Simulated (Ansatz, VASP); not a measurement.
# Sr: VASP beside Ansatz

The input INCAR:

```
  PREC = Accurate
  ENCUT = 520
  EDIFF = 1E-7
  ISMEAR = 0
  SIGMA = 0.03
  LREAL = F
  LASPH = T
  NELM = 60
  ALGO = Normal
  ISIF = 2
  LWAVE = F
  LCHARG = T
  GGA = PE
  IVDW = 12
  LELF = T
  LVHAR = T
  NBANDS = 11
```

KPOINTS

```
Automatic mesh
0
Gamma
  6 6 8
```

The input POSCAR:

```
Sr
1.0
   11.3172588647      0.0000000000      0.0000000000
   -5.6586294324      9.8010336781      0.0000000000
    0.0000000000      0.0000000000      4.4211119100
Sr
1
Direct
    0.0000000000      0.0000000000      0.0000000000
```

Input for Ansatz:

```yaml
crystal:
  lattice:
    - [11.3172588647, 0.0, 0.0]
    - [-5.6586294324, 9.8010336781, 0.0]
    - [0.0, 0.0, 4.42111191]
  atoms:
    - { symbol: Sr, position: [0.0, 0.0, 0.0] }
basis:
  ecutwfc: 420
kpoints:
  mp_grid: { grid: [6, 6, 8] }
hamiltonian:
  xc: pbe
  dispersion: d3bj
scf:
  occupations: { method: gaussian, width: 0.03 }
output:
  forces: true
  stress: true
  eigenvalues: true
  write_density: true
  write_potential: true
  elf: true
  volumetric_format: npy
```

Change from the starting cell: strain +0.030 along x and y, +0.000 along z, atoms carried along.

Alike in both runs: task single point; functional PBE; dispersion D3(BJ); k mesh 6 × 6 × 8; occupations gaussian, width 0.03 eV; no spin polarisation.

|  | VASP | Ansatz |
| --- | --- | --- |
| version | VASP 6.6.1 | Ansatz 0.2.0 |
| potentials or method | VASP PAW PBE potentials, release 64 (Sr_sv), cutoff 520 eV | scalar-relativistic, plane waves, PAW |
| valence electrons in the cell | 10 | 10 |

|  | VASP | Ansatz | Ansatz less VASP |
| --- | --- | --- | --- |
| gap on the k mesh at the Fermi level (eV) | 0.31 | 0.31 | -0.008 |
| least direct gap on the mesh (eV) | 0.32 | 0.31 | -0.008 |
| pressure (GPa) | 0.1 | 0.1 | 0.00 |
| traceless stress, the component that is largest in VASP (GPa) | 0.13 | 0.13 | -0.002 |

Ansatz's warnings: xc potential rough in thin density.
